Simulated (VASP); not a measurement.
# Re (Fm-3m) in VASP: further runs

Runs on Re. Level: PBEsol. Tasks: single point.

Everything below comes from runs of VASP 6.6.1. Logs are shortened: lines on timing, memory, paths and dates and some standing lists are left out, and cuts for length are marked.

## (1) The cell of the first run

Symmetry: Fm-3m, No. 225, cubic system. The conventional cell has a = 3.832 Å, b = 3.832 Å, c = 3.832 Å, α = 90.00°, β = 90.00°, γ = 90.00°. Within 3.6 Å of Re (site symmetry m-3m) lie 12 Re at 2.71 Å.

This isn't the form of Re at room conditions, which is hcp.

## (2) Single point, PBEsol (strain -0.030 along x and y, -0.030 along z)

Contents of INCAR:

```
SYSTEM = Re
ALGO = Normal
EDIFF = 1E-7
ENCUT = 520
GGA = PS
ISIF = 2
ISMEAR = 0
LASPH = .TRUE.
LCHARG = .FALSE.
LREAL = .FALSE.
LWAVE = .FALSE.
NBANDS = 10
NELM = 80
PREC = Accurate
SIGMA = 0.15
```

Contents of KPOINTS:

```
k-points
0
G
  20 20 20
  0 0 0
```

Contents of POSCAR:

```
Re
1.0
    0.0000000000      1.9157500000      1.9157500000
    1.9157500000      0.0000000000      1.9157500000
    1.9157500000      1.9157500000      0.0000000000
Re
1
Direct
    0.0000000000      0.0000000000      0.0000000000
```

Potentials or basis: VASP PAW PBE potentials, release 64 (Re).

Launch:

```bash
> cat potpaw_PBE.64/Re/POTCAR > POTCAR
> mpirun -np 1 vasp_std > vasp.out
```

OUTCAR:

```text
SYSTEM = Re
   EDIFF = 1E-7
   ENCUT = 520
   GGA = PS
   ISIF = 2
   ISMEAR = 0
   LASPH = .TRUE.
   LREAL = .FALSE.
   NELM = 80
   PREC = Accurate

 ion  position               nearest neighbor table
   1  0.000  0.000  0.000-

  LATTYP: Found a face centered cubic cell.
 ALAT       =     3.8315000000

  Lattice vectors:

 A1 = (   0.0000000000,   1.9157500000,   1.9157500000)
 A2 = (   1.9157500000,   0.0000000000,   1.9157500000)
 A3 = (   1.9157500000,   1.9157500000,   0.0000000000)

Analysis of symmetry for initial positions (statically):
=====================================================================
 Subroutine PRICEL returns:
 Original cell was already a primitive cell.

 Routine SETGRP: Setting up the symmetry group for a
 face centered cubic supercell.

 Subroutine GETGRP returns: Found 48 space group operations
 (whereof 48 operations were pure point group operations)
 out of a pool of 48 trial point group operations.

The static configuration has the point symmetry O_h .

Analysis of symmetry for dynamics (positions and initial velocities):
=====================================================================
 Subroutine PRICEL returns:
 Original cell was already a primitive cell.

 Routine SETGRP: Setting up the symmetry group for a
 face centered cubic supercell.

 Subroutine GETGRP returns: Found 48 space group operations
 (whereof 48 operations were pure point group operations)
 out of a pool of 48 trial point group operations.

The dynamic configuration has the point symmetry O_h .

 Subroutine INISYM returns: Found 48 space group operations
 (whereof 48 operations are pure point group operations),
 and found     1 'primitive' translations

----------------------------------------------------------------------------------------

                                     Primitive cell

  volume of cell :      14.0620

  direct lattice vectors                    reciprocal lattice vectors
     0.000000000  1.915750000  1.915750000    -0.260994389  0.260994389  0.260994389
     1.915750000  0.000000000  1.915750000     0.260994389 -0.260994389  0.260994389
     1.915750000  1.915750000  0.000000000     0.260994389  0.260994389 -0.260994389

  length of vectors
     2.709279632  2.709279632  2.709279632     0.452055542  0.452055542  0.452055542

  position of ions in fractional coordinates (direct lattice)
     0.000000000  0.000000000  0.000000000

  ion indices of the primitive-cell ions
   primitive index   ion index
                 1           1

----------------------------------------------------------------------------------------

 KPOINTS: k-points

Automatic generation of k-mesh.
 Grid dimensions read from file:
 generate k-points for:   20   20   20

 Generating k-lattice:

  Cartesian coordinates                     Fractional coordinates (reciprocal lattice)
    -0.013049719  0.013049719  0.013049719     0.050000000  0.000000000  0.000000000
     0.013049719 -0.013049719  0.013049719     0.000000000  0.050000000  0.000000000
     0.013049719  0.013049719 -0.013049719     0.000000000  0.000000000  0.050000000

  Length of vectors
     0.022602777  0.022602777  0.022602777

  Shift w.r.t. Gamma in fractional coordinates (k-lattice)
     0.000000000  0.000000000  0.000000000

 Subroutine IBZKPT returns following result:
 ===========================================

 Found    256 irreducible k-points:

 Following reciprocal coordinates:
            Coordinates               Weight
  0.000000  0.000000  0.000000      1.000000
  0.050000  0.000000  0.000000      8.000000
  0.100000  0.000000  0.000000      8.000000
  0.150000  0.000000  0.000000      8.000000
  0.200000  0.000000  0.000000      8.000000
  0.250000  0.000000  0.000000      8.000000
[... 16 lines left out ...]
 -0.400000  0.050000  0.000000     24.000000
 -0.350000  0.050000  0.000000     24.000000
 [... further k-points ...]
   k-points           NKPTS =    256   k-points in BZ     NKDIM =    256   number of bands    NBANDS=     10
   number of dos      NEDOS =    301   number of ions     NIONS =      1
   total plane-waves  NPLWV =   8000
   dimension x,y,z NGX =    20 NGY =   20 NGZ =   20
   dimension x,y,z NGXF=    40 NGYF=   40 NGZF=   40
   ions per type =               1
   NGX,Y,Z   is equivalent  to a cutoff of  12.27, 12.27, 12.27 a.u.
   NGXF,Y,Z  is equivalent  to a cutoff of  24.54, 24.54, 24.54 a.u.
 SYSTEM =  Re
   PREC   = accura    normal or accurate (medium, high low for compatibility)
   ISTART =      0    job   : 0-new  1-cont  2-samecut
   ICHARG =      2    charge: 1-file 2-atom 10-const
   ISPIN  =      1    spin polarized calculation?
   LNONCOLLINEAR =      F non collinear calculations
   LSORBIT =      F    spin-orbit coupling
   LASPH  =      T    aspherical Exc in radial PAW
   ENCUT  =  520.0 eV  38.22 Ry    6.18 a.u.   5.04  5.04  5.04*2*pi/ulx,y,z
   NELM   =     80;   NELMIN=  2; NELMDL= -5     # of ELM steps
   EDIFF  = 0.1E-06   stopping-criterion for ELM
   LREAL  =      F    real-space projection
   EDIFFG = 0.1E-05   stopping-criterion for IOM
   NSW    =      0    number of steps for IOM
   IBRION =     -1    ionic relax: 0-MD 1-quasi-New 2-CG
   NFREE  =      0    steps in history (QN), initial steepest desc. (CG)
   ISIF   =      2    stress and relaxation
   ISYM   =      2    0-nonsym 1-usesym 2-fastsym
   POTIM  = 0.5000    time-step for ionic-motion
   TEBEG  =    0.0;   TEEND  =   0.0 temperature during run
   PSTRESS=    0.0 pullay stress
   NELECT =       7.0000    total number of electrons
   NUPDOWN=      -1.0000    fix difference up-down
   EMIN   =  10.00;   EMAX   =-10.00  energy-range for DOS
   EFERMI =   0.00;   METHOD = LEGACY
   ISMEAR =     0;   SIGMA  =   0.15  broadening in eV -4-tet -1-fermi 0-gaus
   EFERMI_NEDOS =   21; number of points for ismear=-14 and -15
   IALGO  =     38    algorithm
   IMIX   =      4    mixing-type and parameters
     AMIX     =   0.40;   BMIX     =  1.00
     AMIX_MAG =   1.60;   BMIX_MAG =  1.00
  volume/ion in A,a.u.               =      14.06        94.89
  Fermi-wavevector in a.u.,A,eV,Ry     =   1.297454  2.451833 22.903873  1.683387
  Thomas-Fermi vector in A             =   2.428846
   LORBIT       =      0    0 simple, 1 ext, 2 COOP (PROOUT), +10 PAW based schemes
   GGA     = PS    functional components
   LHFCALC =     F    Hartree Fock is set to
   AEXX    =    0.0000 exact exchange contribution
   IVDW    =     0    specifies the selected vdW correction
   LEPSILON=     F    determine dielectric tensor
   LRPA    =     F    only Hartree local field effects (RPA)
 non-spin polarized calculation
 Gauss-broadening in eV      SIGMA  =   0.15
  energy-cutoff  :      520.00
  volume of cell :       14.06
 maximum number of plane-waves:       392
   NGX =  9   NGY =  9   NGZ =  9

 number of electron       7.0000000 magnetization

 Free energy of the ion-electron system (eV)
  ---------------------------------------------------
  ext. energy  EPLUGINS =         0.00000000
  ---------------------------------------------------
  free energy    TOTEN  =       -13.28047769 eV

  energy without entropy =      -13.27101786  energy(sigma->0) =      -13.27574778

 E-fermi :   8.5855     XC(G=0): -14.0687

 val. band max:        8.5753371514   @ k =   0.3000   0.2000   0.0000
 cond. band min:       8.5865801319   @ k =   0.5000   0.0500   0.0000
 fundamental gap:      0.0112429805
 Fermi energy:         8.5855314790

 k-point     1 :       0.0000    0.0000    0.0000
  band No.  band energies     occupation
      1      -1.9221      2.00000
      2       6.5160      2.00000
      3       6.5160      2.00000
      4       6.5160      2.00000
      5       9.9332      0.00000
      6       9.9332      0.00000
      7      22.5534      0.00000
      8      28.4502      0.00000
      9      28.4502      0.00000
     10      28.4502      0.00000

 k-point     2 :       0.0500    0.0000    0.0000
  band No.  band energies     occupation
      1      -1.7985      2.00000
      2       6.4288      2.00000
      3       6.5752      2.00000
      4       6.5752      2.00000
      5       9.8823      0.00000
      6       9.8823      0.00000
      7      22.7980      0.00000
      8      27.7946      0.00000
      9      28.6787      0.00000
     10      28.6787      0.00000

 k-point     3 :       0.1000    0.0000    0.0000
  band No.  band energies     occupation
      1      -1.4394      2.00000
      2       6.1990      2.00000
      3       6.7344      2.00000
      4       6.7344      2.00000
      5       9.7612      0.00000
      6       9.7612      0.00000
      7      23.4756      0.00000
      8      26.5538      0.00000
      9      29.3459      0.00000
     10      29.3459      0.00000

 k-point     4 :       0.1500    0.0000    0.0000
  band No.  band energies     occupation
      1      -0.8828      2.00000
      2       5.9109      2.00000
      3       6.9307      2.00000
      4       6.9307      2.00000
      5       9.6632      0.00000
      6       9.6632      0.00000
      7      24.2383      0.00000
      8      25.5384      0.00000
      9      30.4038      0.00000
     10      30.4038      0.00000

 k-point     5 :       0.2000    0.0000    0.0000
  band No.  band energies     occupation
      1      -0.2039      2.00000
      2       5.6839      2.00000
      3       7.0525      2.00000
      4       7.0525      2.00000
      5       9.7328      0.00000
      6       9.7328      0.00000
      7      23.6740      0.00000
      8      26.0879      0.00000
      9      31.7849      0.00000
     10      31.7849      0.00000

 k-point     6 :       0.2500    0.0000    0.0000
  band No.  band energies     occupation
      1       0.4705      2.00000
      2       5.6678      2.00000
      3       7.0122      2.00000
      4       7.0122      2.00000
      5      10.0772      0.00000
      6      10.0772      0.00000
      7      22.6617      0.00000
      8      26.8206      0.00000
      9      33.3914      0.00000
     10      33.5704      0.00000
[... 183 lines left out ...]
 k-point    21 :       0.5000    0.0500    0.0000
  band No.  band energies     occupation
      1       1.4319      2.00000
      2       6.1391      2.00000
      3       6.3859      2.00000
      4       8.5866      0.99211
      5      12.6972      0.00000
      6      12.9339      0.00000
      7      19.1622      0.00000
      8      22.3359      0.00000
      9      29.1867      0.00000
     10      29.2927      0.00000

 k-point    22 :      -0.4500    0.0500    0.0000
  band No.  band energies     occupation
      1       1.4353      2.00000
      2       6.1708      2.00000
      3       6.3839      2.00000
      4       8.4853      1.65551
      5      12.4550      0.00000
      6      13.0317      0.00000
      7      19.2827      0.00000
      8      22.4292      0.00000
      9      29.1078      0.00000
     10      29.6088      0.00000

 k-point    23 :      -0.4000    0.0500    0.0000
  band No.  band energies     occupation
      1       1.4416      2.00000
      2       6.2892      2.00000
      3       6.4677      2.00000
      4       7.8099      2.00000
      5      11.9088      0.00000
      6      12.7380      0.00000
      7      19.9519      0.00000
      8      23.0990      0.00000
      9      29.6044      0.00000
     10      30.6879      0.00000

 k-point    24 :      -0.3500    0.0500    0.0000
  band No.  band energies     occupation
      1       1.3992      2.00000
      2       6.4784      2.00000
      3       6.6282      2.00000
      4       6.8913      2.00000
      5      11.1862      0.00000
      6      12.1722      0.00000
      7      20.7857      0.00000
      8      24.3627      0.00000
      9      30.6426      0.00000
     10      32.3034      0.00000

 [... further k-points ...]

------------------------ aborting loop because EDIFF is reached ----------------------------------------

  FORCE on cell =-STRESS in cart. coord.  units (eV):
  Direction    XX          YY          ZZ          XY          YZ          ZX
  --------------------------------------------------------------------------------------
  -------------------------------------------------------------------------------------
  Total        1.4329486      1.4329486      1.4329486     -0.0000000     -0.0000000      0.0000000
  in kB      163.2656017    163.2656017    163.2656017     -0.0000000     -0.0000000      0.0000000
  external PRESSURE =     163.2656017 kB  Pullay stress =       0.0000000 kB

 VOLUME and BASIS-vectors are now :
 -----------------------------------------------------------------------------
  energy-cutoff  :      520.00
  volume of cell :       14.06
      direct lattice vectors                 reciprocal lattice vectors
     0.000000000  1.915750000  1.915750000    -0.260994389  0.260994389  0.260994389
     1.915750000  0.000000000  1.915750000     0.260994389 -0.260994389  0.260994389
     1.915750000  1.915750000  0.000000000     0.260994389  0.260994389 -0.260994389

 POSITION                                       TOTAL-FORCE (eV/Angst)
 -----------------------------------------------------------------------------------
      0.00000      0.00000      0.00000         0.000000      0.000000      0.000000
 -----------------------------------------------------------------------------------
    total drift:                                0.000000      0.000000     -0.000000

  FREE ENERGIE OF THE ION-ELECTRON SYSTEM (eV)
  ---------------------------------------------------
  free  energy   TOTEN  =       -13.2804776924 eV

  energy  without entropy=      -13.2710178619  energy(sigma->0) =      -13.27574778
```

Wall time 12 s (1 thread of Intel Xeon 6975P-C (Granite Rapids), shared host); peak memory 0.15 GiB.

Results:

| Item | Value |
| --- | --- |
| Free energy | -13.2805 eV |
| Pressure | 16.3 GPa |
| Band gap on the k mesh | zero (an odd number of electrons rules out a gap without spin polarisation) |

Levels at points of the mesh, in eV from the Fermi level:
```tsv
k point	band 1	band 2	band 3	band 4	band 5	band 6	band 7	band 8	band 9
(0.00, 0.00, 0.00)	-10.51	-2.07	-2.07	-2.07	1.35	1.35	13.97	19.86	19.86
(0.50, 0.00, 0.00)	-7.26	-2.31	-2.31	0.29	4.10	4.10	10.63	13.46	20.66
(0.50, 0.50, 0.00)	-7.29	-6.38	3.01	4.05	4.92	4.92	12.65	12.65	13.87
```

Caveat: the cell differs from its parent crystal (strain -0.030 along x and y, -0.030 along z); the cell stands under pressure; the PAW data sets were made with another functional, which shifts forces and pressure a little; spin-orbit coupling is left out, which moves the levels of the heavy elements.

## (3) Single point, PBEsol (strain -0.015 along x and y, -0.015 along z)

Contents of INCAR:

```
SYSTEM = Re
PREC = Accurate
ENCUT = 520
EDIFF = 1E-7
ISMEAR = 0
SIGMA = 0.15
LREAL = .FALSE.
LASPH = .TRUE.
NELM = 80
ALGO = Normal
ISIF = 2
LWAVE = .FALSE.
LCHARG = .FALSE.
GGA = PS
NBANDS = 10
```

Contents of KPOINTS:

```
Automatic mesh
0
G
  20 20 20
  0 0 0
```

Contents of POSCAR:

```
Re
1.0
    0.0000000000      1.9453750000      1.9453750000
    1.9453750000      0.0000000000      1.9453750000
    1.9453750000      1.9453750000      0.0000000000
Re
1
Direct
    0.0000000000      0.0000000000      0.0000000000
```

Potentials or basis: VASP PAW PBE potentials, release 64 (Re).

Launch:

```bash
> cat potpaw_PBE.64/Re/POTCAR > POTCAR
> mpirun -np 1 vasp_std > vasp.out
```

Run time: 14 s. Hardware: 1 thread of Intel Xeon 6975P-C (Granite Rapids), shared host; peak memory 0.15 GiB.

The run converged. Its results:

```yaml
Free_energy: -13.3062 eV
Pressure: -3.3 GPa
Band_gap_on_the_k_mesh: zero (an odd number of electrons rules out a gap without spin polarisation)
```

Levels at points of the mesh, in eV from the Fermi level:
```tsv
k point	band 1	band 2	band 3	band 4	band 5	band 6	band 7	band 8
(0.00, 0.00, 0.00)	-10.17	-1.93	-1.93	-1.93	1.26	1.26	13.94	19.57
(0.50, 0.00, 0.00)	-6.91	-2.14	-2.14	0.20	3.82	3.82	9.94	13.43
(0.50, 0.50, 0.00)	-6.86	-5.98	2.79	3.77	4.57	4.57	12.26	12.26
```

Caveat: the cell differs from its parent crystal (strain -0.015 along x and y, -0.015 along z); the cell stands under tension; the PAW data sets were made with another functional, which shifts forces and pressure a little; spin-orbit coupling is left out, which moves the levels of the heavy elements.

## (4) Single point, PBEsol (strain +0.015 along x and y, +0.015 along z)

Contents of INCAR:

```
SYSTEM = Re
PREC = Accurate
ENCUT = 520
EDIFF = 1E-6
ISMEAR = 0
SIGMA = 0.15
LREAL = .False.
LASPH = .True.
NELM = 100
ALGO = Normal
ISIF = 2
LWAVE = .False.
LCHARG = .False.
GGA = PS
NBANDS = 10
```

Contents of KPOINTS:

```
Automatic mesh
0
Gamma
  20 20 20
  0 0 0
```

Contents of POSCAR:

```
Re
1.0
    0.0000000000      2.0046250000      2.0046250000
    2.0046250000      0.0000000000      2.0046250000
    2.0046250000      2.0046250000      0.0000000000
Re
1
Direct
    0.0000000000      0.0000000000      0.0000000000
```

Launch:

```bash
> cat potpaw_PBE.64/Re/POTCAR > POTCAR
> mpirun -np 1 vasp_std > vasp.out
```

Run time: 13 s. Hardware: 1 thread of Intel Xeon 6975P-C (Granite Rapids), shared host; peak memory 0.17 GiB.

Results (log left out):

```
Free energy            : -13.1466 eV
Pressure               : -31.4 GPa
Band gap on the k mesh : zero (an odd number of electrons rules out a gap without spin polarisation)
```

Levels at points of the mesh, in eV from the Fermi level:
```csv
k point,band 1,band 2,band 3,band 4,band 5,band 6,band 7,band 8
"(0.00, 0.00, 0.00)",-9.52,-1.69,-1.69,-1.69,1.08,1.08,13.85,18.97
"(0.50, 0.00, 0.00)",-6.25,-1.86,-1.86,0.10,3.31,3.31,8.68,13.33
"(0.50, 0.50, 0.00)",-6.08,-5.27,2.45,3.25,3.96,3.96,11.41,11.56
```

Caveat: the cell differs from its parent crystal (strain +0.015 along x and y, +0.015 along z); the cell stands under tension; the PAW data sets were made with another functional, which shifts forces and pressure a little; spin-orbit coupling is left out, which moves the levels of the heavy elements.

## (5) Single point, PBEsol (strain +0.030 along x and y, +0.030 along z)

Contents of INCAR:

```
ALGO = Normal
EDIFF = 1E-7
ENCUT = 520
GGA = PS
ISIF = 2
ISMEAR = 0
LASPH = True
LCHARG = True
LELF = True
LREAL = False
LVHAR = True
LWAVE = False
NBANDS = 10
NELM = 60
PREC = Accurate
SIGMA = 0.15
```

Contents of KPOINTS:

```
k-points
0
Gamma
  20 20 20
```

Contents of POSCAR:

```
Re
1.0
    0.0000000000      2.0342500000      2.0342500000
    2.0342500000      0.0000000000      2.0342500000
    2.0342500000      2.0342500000      0.0000000000
Re
1
Direct
    0.0000000000      0.0000000000      0.0000000000
```

Launch:

```bash
> cat potpaw_PBE.64/Re/POTCAR > POTCAR
> mpirun -np 1 vasp_std > vasp.out
```

Run time: 15 s. Hardware: 1 thread of Intel Xeon 6975P-C (Granite Rapids), shared host; peak memory 0.17 GiB.

Results (log left out):

| Property | Result |
| --- | --- |
| Free energy | -12.9825 eV |
| Pressure | -41.0 GPa |
| Band gap on the k mesh | zero (an odd number of electrons rules out a gap without spin polarisation) |

Levels at points of the mesh, in eV from the Fermi level:
| k point | band 1 | band 2 | band 3 | band 4 | band 5 | band 6 | band 7 | band 8 |
| --- | --- | --- | --- | --- | --- | --- | --- | --- |
| (0.00, 0.00, 0.00) | -9.21 | -1.58 | -1.58 | -1.58 | 1.01 | 1.01 | 13.80 | 18.68 |
| (0.50, 0.00, 0.00) | -5.96 | -1.74 | -1.74 | 0.07 | 3.08 | 3.08 | 8.12 | 13.27 |
| (0.50, 0.50, 0.00) | -5.73 | -4.95 | 2.32 | 3.02 | 3.68 | 3.68 | 10.70 | 11.23 |

Caveat: the cell differs from its parent crystal (strain +0.030 along x and y, +0.030 along z); the cell stands under tension; the PAW data sets were made with another functional, which shifts forces and pressure a little; spin-orbit coupling is left out, which moves the levels of the heavy elements.

## (6) The runs side by side

| cell | gap on the mesh (eV) | pressure (GPa) |
| --- | --- | --- |
| a = 2.709 Å, angles 60.0°, 1 atom | none | 16.3 |
| a = 2.751 Å, angles 60.0°, 1 atom | none | -3.3 |
| a = 2.835 Å, angles 60.0°, 1 atom | none | -31.4 |
| a = 2.877 Å, angles 60.0°, 1 atom | none | -41.0 |

Alike in all rows: task single point; level PBEsol; potentials or basis VASP PAW PBE potentials, release 64 (Re); no spin polarisation; k mesh 20 × 20 × 20; cutoff (eV) 520; smearing gaussian 0.15 eV.

Caveats: the PAW data sets were made with another functional, which shifts forces and pressure a little; spin-orbit coupling is left out, which moves the levels of the heavy elements; the cell stands under tension (at least some runs); the cell stands under pressure (at least some runs).

Total energies depend on the potentials used, so only differences within one code and one set of settings carry meaning.
